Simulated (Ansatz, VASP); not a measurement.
Two plane-wave programs on Zr2AlN3

```
Zr Al N
1.0
     3.38863    0.00000    0.00000
    -1.69431    2.93464    0.00000
     0.00000    0.00000    8.37225
Zr Al N
2 1 3
Direct
  0.00000 0.00000 0.01251
  0.33333 0.66667 0.66096
  0.66667 0.33333 0.32851
  0.33333 0.66667 0.91424
  0.66667 0.33333 0.56010
  0.00000 0.00000 0.27367
```

Alike in both runs: functional PBE; k mesh 12 × 12 × 6; occupations gaussian, width 0.1 eV; no spin polarisation.

Ansatz relaxed the structure, and its values are those at the end. VASP's run is a single point on that final structure, the one shown.

|  | VASP | Ansatz |
| --- | --- | --- |
| version | VASP 6.6.1 | Ansatz 0.2.0 |
| potentials or method | VASP PAW PBE potentials, release 64 (Zr_sv, Al, N), cutoff 600 eV | scalar-relativistic, plane waves, PAW |
| valence electrons in the cell | 42 | 42 |

|  | VASP | Ansatz | Ansatz less VASP |
| --- | --- | --- | --- |
| gap on the k mesh at the Fermi level (eV) | none | none | - |
| pressure (GPa) | 0.0 | 0.0 | -0.01 |
| rms of the force components (eV/Å) | 0.006 | 0.002 | -0.0039 |

A gap of «none» marks a metal or a gap that the smearing closes. With one functional, cell and mesh, what is left measures potentials, basis and numerics.
